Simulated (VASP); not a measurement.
A run of VASP 6.6.1 is set up as follows.

The input INCAR:

```
  PREC = Accurate
  ENCUT = 520
  EDIFF = 1E-7
  ISMEAR = 0
  SIGMA = 0.1
  LREAL = False
  LASPH = True
  NELM = 150
  ALGO = Fast
  ISIF = 2
  LWAVE = False
  LCHARG = True
  ISPIN = 2
  MAGMOM = 0.79 0.79 0.79 0.79 0.17 0.17
  LORBIT = 11
  LMAXMIX = 4
  GGA = PE
  LELF = True
  LVHAR = True
  NBANDS = 38
```

The input KPOINTS:

```
Automatic mesh
0
Gamma
  4 4 4
```

The input POSCAR:

```
Ir2F
1.0
    0.0000000000      3.6521757901      3.6521757901
    3.6521757901      0.0000000000      3.6521757901
    3.6521757901      3.6521757901      0.0000000000
Ir F
4 2
Direct
    0.6250000000      0.6250000000      0.6250000000
    0.1250000000      0.6250000000      0.6250000000
    0.6250000000      0.6250000000      0.1250000000
    0.6250000000      0.1250000000      0.6250000000
    0.0000000000      0.0000000000      0.0000000000
    0.2500000000      0.2500000000      0.2500000000
```

Potentials or basis: VASP PAW PBE potentials, release 64 (Ir, F).

The run is started by

```sh
$ cat potpaw_PBE.64/Ir/POTCAR potpaw_PBE.64/F/POTCAR > POTCAR
$ mpirun -np 1 vasp_std > vasp.out
```

Task: Estimate the pressure.

Result: 0.1 GPa.

Task: Estimate the net moment.

Result: 4.99 μB per cell.

Caveat: the k points lie up to 0.37 Å⁻¹ apart.
